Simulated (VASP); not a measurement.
# Ge (Fd-3m) in VASP: further runs

Runs on Ge. Level: PBE. Tasks: single point.

Program: VASP 6.6.1. These are calculated values, not measurements. Logs are shortened: lines on timing, memory, paths and dates and some standing lists are left out, and cuts for length are marked.

## Step 1: The cell of the first run

The structure is cubic, space group Fd-3m (No. 227). Conventional cell: a = 5.704 Å, b = 5.704 Å, c = 5.704 Å, α = 90.00°, β = 90.00°, γ = 90.00°. Within 3.3 Å of Ge (site symmetry -43m) lie 4 Ge at 2.47 Å.

## Step 2: Single point, PBE

File INCAR:

```
PREC = Accurate
ENCUT = 520
EDIFF = 1E-6
ISMEAR = 0
SIGMA = 0.05
LREAL = False
LASPH = True
NELM = 100
ALGO = Normal
ISIF = 2
LWAVE = False
LCHARG = False
GGA = PE
NBANDS = 21
```

File KPOINTS:

```
regular mesh
0
Gamma
  14 14 14
```

File POSCAR:

```
Ge
1.0
    0.0000000000      2.8522184032      2.8522184032
    2.8522184032      0.0000000000      2.8522184032
    2.8522184032      2.8522184032      0.0000000000
Ge
2
Direct
    0.5000000000      0.5000000000      0.5000000000
    0.7500000000      0.7500000000      0.7500000000
```

Potentials or basis: VASP PAW PBE potentials, release 64 (Ge_d).

Launch:

```bash
cat potpaw_PBE.64/Ge_d/POTCAR > POTCAR
mpirun -np 1 vasp_std > vasp.out
```

OUTCAR:

```text
PREC = Accurate
   ENCUT = 520
   EDIFF = 1E-6
   ISMEAR = 0
   LREAL = False
   LASPH = True
   NELM = 100
   ISIF = 2
   GGA = PE

 ion  position               nearest neighbor table
   1  0.500  0.500  0.500-   2 2.47   2 2.47   2 2.47   2 2.47
   2  0.750  0.750  0.750-   1 2.47   1 2.47   1 2.47   1 2.47

  LATTYP: Found a face centered cubic cell.
 ALAT       =     5.7044368064

  Lattice vectors:

 A1 = (   0.0000000000,   2.8522184032,   2.8522184032)
 A2 = (   2.8522184032,   0.0000000000,   2.8522184032)
 A3 = (   2.8522184032,   2.8522184032,   0.0000000000)

Analysis of symmetry for initial positions (statically):
=====================================================================
 Subroutine PRICEL returns:
 Original cell was already a primitive cell.

 Routine SETGRP: Setting up the symmetry group for a
 face centered cubic supercell.

 Subroutine GETGRP returns: Found 48 space group operations
 (whereof 24 operations were pure point group operations)
 out of a pool of 48 trial point group operations.

The static configuration has the point symmetry T_d .
 The point group associated with its full space group is O_h .

Analysis of symmetry for dynamics (positions and initial velocities):
=====================================================================
 Subroutine PRICEL returns:
 Original cell was already a primitive cell.

 Routine SETGRP: Setting up the symmetry group for a
 face centered cubic supercell.

 Subroutine GETGRP returns: Found 48 space group operations
 (whereof 24 operations were pure point group operations)
 out of a pool of 48 trial point group operations.

The dynamic configuration has the point symmetry T_d .
 The point group associated with its full space group is O_h .

 Subroutine INISYM returns: Found 48 space group operations
 (whereof 24 operations are pure point group operations),
 and found     1 'primitive' translations

----------------------------------------------------------------------------------------

                                     Primitive cell

  volume of cell :      46.4064

  direct lattice vectors                    reciprocal lattice vectors
     0.000000000  2.852218403  2.852218403    -0.175302144  0.175302144  0.175302144
     2.852218403  0.000000000  2.852218403     0.175302144 -0.175302144  0.175302144
     2.852218403  2.852218403  0.000000000     0.175302144  0.175302144 -0.175302144

  length of vectors
     4.033645949  4.033645949  4.033645949     0.303632219  0.303632219  0.303632219

  position of ions in fractional coordinates (direct lattice)
[... 73 lines left out ...]
   ISPIN  =      1    spin polarized calculation?
   LNONCOLLINEAR =      F non collinear calculations
   LSORBIT =      F    spin-orbit coupling
   LASPH  =      T    aspherical Exc in radial PAW
   ENCUT  =  520.0 eV  38.22 Ry    6.18 a.u.   7.50  7.50  7.50*2*pi/ulx,y,z
   NELM   =    100;   NELMIN=  2; NELMDL= -5     # of ELM steps
   EDIFF  = 0.1E-05   stopping-criterion for ELM
   LREAL  =      F    real-space projection
   EDIFFG = 0.1E-04   stopping-criterion for IOM
   NSW    =      0    number of steps for IOM
   IBRION =     -1    ionic relax: 0-MD 1-quasi-New 2-CG
   NFREE  =      0    steps in history (QN), initial steepest desc. (CG)
   ISIF   =      2    stress and relaxation
   ISYM   =      2    0-nonsym 1-usesym 2-fastsym
   POTIM  = 0.5000    time-step for ionic-motion
   TEBEG  =    0.0;   TEEND  =   0.0 temperature during run
   PSTRESS=    0.0 pullay stress
   NELECT =      28.0000    total number of electrons
   NUPDOWN=      -1.0000    fix difference up-down
   EMIN   =  10.00;   EMAX   =-10.00  energy-range for DOS
   EFERMI =   0.00;   METHOD = LEGACY
   ISMEAR =     0;   SIGMA  =   0.05  broadening in eV -4-tet -1-fermi 0-gaus
   EFERMI_NEDOS =   21; number of points for ismear=-14 and -15
   IALGO  =     38    algorithm
   IMIX   =      4    mixing-type and parameters
     AMIX     =   0.40;   BMIX     =  1.00
     AMIX_MAG =   1.60;   BMIX_MAG =  1.00
  volume/ion in A,a.u.               =      23.20       156.58
  Fermi-wavevector in a.u.,A,eV,Ry     =   1.383358  2.614168 26.037206  1.913681
  Thomas-Fermi vector in A             =   2.507964
   LORBIT       =      0    0 simple, 1 ext, 2 COOP (PROOUT), +10 PAW based schemes
   GGA     = PE    functional components
   LHFCALC =     F    Hartree Fock is set to
   AEXX    =    0.0000 exact exchange contribution
   IVDW    =     0    specifies the selected vdW correction
   LEPSILON=     F    determine dielectric tensor
   LRPA    =     F    only Hartree local field effects (RPA)
 non-spin polarized calculation
 Gauss-broadening in eV      SIGMA  =   0.05
  energy-cutoff  :      520.00
  volume of cell :       46.41
 maximum number of plane-waves:      1268
 NGX is ok and might be reduce to    30
   NGX = 15   NGY = 15   NGZ = 15

 number of electron      28.0000002 magnetization

 Free energy of the ion-electron system (eV)
  ---------------------------------------------------
  ext. energy  EPLUGINS =         0.00000000
  ---------------------------------------------------
  free energy    TOTEN  =        -9.02889680 eV

  energy without entropy =       -9.02886726  energy(sigma->0) =       -9.02888203

 E-fermi :   4.7697     XC(G=0):  -9.8086

 val. band max:        4.7548112405   @ k =   0.0000   0.0000   0.0000
 cond. band min:       4.8655363215   @ k =   0.5000   0.0000   0.0000
 fundamental gap:      0.1107250810
 Fermi energy:         4.7696594131

 k-point     1 :       0.0000    0.0000    0.0000
  band No.  band energies     occupation
      1     -20.0268      2.00000
      2     -20.0268      2.00000
      3     -20.0268      2.00000
      4     -19.9925      2.00000
      5     -19.9925      2.00000
      6     -19.7949      2.00000
[... 565 lines left out ...]
     20      13.9915      0.00000
     21      14.4852      0.00000

 [... further k-points ...]
[... 5 lines left out ...]
  --------------------------------------------------------------------------------------
  -------------------------------------------------------------------------------------
  Total        0.5148158      0.5148158      0.5148158      0.0000000      0.0000000      0.0000000
  in kB       17.7739569     17.7739569     17.7739569      0.0000000      0.0000000      0.0000000
  external PRESSURE =      17.7739569 kB  Pullay stress =       0.0000000 kB

 VOLUME and BASIS-vectors are now :
 -----------------------------------------------------------------------------
  energy-cutoff  :      520.00
  volume of cell :       46.41
      direct lattice vectors                 reciprocal lattice vectors
     0.000000000  2.852218403  2.852218403    -0.175302144  0.175302144  0.175302144
     2.852218403  0.000000000  2.852218403     0.175302144 -0.175302144  0.175302144
     2.852218403  2.852218403  0.000000000     0.175302144  0.175302144 -0.175302144

 POSITION                                       TOTAL-FORCE (eV/Angst)
 -----------------------------------------------------------------------------------
      2.85222      2.85222      2.85222        -0.000000      0.000000     -0.000000
      4.27833      4.27833      4.27833         0.000000     -0.000000      0.000000
 -----------------------------------------------------------------------------------
    total drift:                                0.000000     -0.000000      0.000000

  FREE ENERGIE OF THE ION-ELECTRON SYSTEM (eV)
  ---------------------------------------------------
  free  energy   TOTEN  =        -9.0288967954 eV

  energy  without entropy=       -9.0288672587  energy(sigma->0) =       -9.02888203
```

OSZICAR:

```text
N       E                     dE             d eps       ncg     rms          rms(c)
DAV:   1     0.194739435949E+03    0.19474E+03   -0.14684E+04  4919   0.363E+03
DAV:   2     0.194622474116E+02   -0.17528E+03   -0.16967E+03  4368   0.627E+02
DAV:   3    -0.815432552129E+01   -0.27617E+02   -0.27451E+02  4968   0.145E+02
DAV:   4    -0.909311123857E+01   -0.93879E+00   -0.93825E+00  4958   0.314E+01
DAV:   5    -0.910859980830E+01   -0.15489E-01   -0.15488E-01  4921   0.447E+00    0.310E+00
DAV:   6    -0.905523836458E+01    0.53361E-01   -0.20904E-02  5090   0.146E+00    0.183E+00
DAV:   7    -0.902702720336E+01    0.28211E-01   -0.44811E-02  4846   0.193E+00    0.145E-01
DAV:   8    -0.902866414553E+01   -0.16369E-02   -0.56449E-03  4898   0.921E-01    0.430E-02
DAV:   9    -0.902887641076E+01   -0.21227E-03   -0.25179E-04  4933   0.177E-01    0.139E-02
DAV:  10    -0.902889454623E+01   -0.18135E-04   -0.34868E-05  5067   0.642E-02    0.606E-03
DAV:  11    -0.902889676064E+01   -0.22144E-05   -0.55136E-06  4389   0.335E-02    0.178E-03
DAV:  12    -0.902889679543E+01   -0.34786E-07   -0.20473E-07  3226   0.675E-03
   1 F= -.90288968E+01 E0= -.90288820E+01  d E =-.295368E-04
```

stdout:

```text
POSCAR found type information on POSCAR Ge
 POSCAR found :  1 types and       2 ions
 scaLAPACK will be used
 LDA part: xc-table for (Slater+PW92), standard interpolation
 POSCAR, INCAR and KPOINTS ok, starting setup
 FFT: planning ... GRIDC
 FFT: planning ... GRID_SOFT
 FFT: planning ... GRID
 WAVECAR not read
 entering main loop
```

Run time: 70 s. Hardware: 1 thread of Intel Xeon Platinum 8375C at 2.90GHz (Ice Lake), shared host; peak memory 0.22 GiB.

What came out:

- Free energy: -9.0289 eV
- Pressure: 1.8 GPa
- Band gap on the k mesh: zero (filled and empty bands touch)

## Step 3: Single point, PBE

This run uses another cell than the first one, of 23.90 Å³/atom, 1.030 times its volume.

File INCAR:

```
SYSTEM = Ge
  PREC = Accurate
  ENCUT = 520
  EDIFF = 1E-6
  ISMEAR = 0
  SIGMA = 0.05
  LREAL = .FALSE.
  LASPH = .TRUE.
  NELM = 100
  ALGO = Normal
  ISIF = 2
  LWAVE = .FALSE.
  LCHARG = .FALSE.
  GGA = PE
  NBANDS = 21
```

File KPOINTS:

```
Automatic mesh
0
G
  14 14 14
  0 0 0
```

File POSCAR:

```
Ge
1.0
    0.0000000000      2.8804002353      2.8804002353
    2.8804002353      0.0000000000      2.8804002353
    2.8804002353      2.8804002353      0.0000000000
Ge
2
Direct
    0.5000000000      0.5000000000      0.5000000000
    0.7500000000      0.7500000000      0.7500000000
```

Potentials or basis: VASP PAW PBE potentials, release 64 (Ge_d).

Launch:

```bash
cat potpaw_PBE.64/Ge_d/POTCAR > POTCAR
mpirun -np 1 vasp_std > vasp.out
```

Run time: 57 s. Hardware: 1 thread of Intel Xeon Platinum 8375C at 2.90GHz (Ice Lake), shared host; peak memory 0.22 GiB.

The run converged. Its results:

```yaml
Free_energy: -9.0368 eV
Pressure: -0.1 GPa
Band_gap_on_the_k_mesh: zero (filled and empty bands touch)
```

Levels at points of the mesh, in eV from the Fermi level:
| k point | band 11 | band 12 | band 13 | band 14 | band 15 | band 16 | band 17 | band 18 |
| --- | --- | --- | --- | --- | --- | --- | --- | --- |
| (0.00, 0.00, 0.00) | -12.36 | -0.44 | 0.01 | 0.01 | 0.01 | 2.54 | 2.54 | 2.54 |
| (0.50, 0.00, 0.00) | -10.40 | -7.35 | -1.32 | -1.32 | 0.03 | 3.73 | 3.73 | 7.11 |
| (0.50, 0.50, 0.00) | -8.68 | -8.68 | -2.88 | -2.88 | 0.83 | 0.83 | 9.08 | 9.08 |
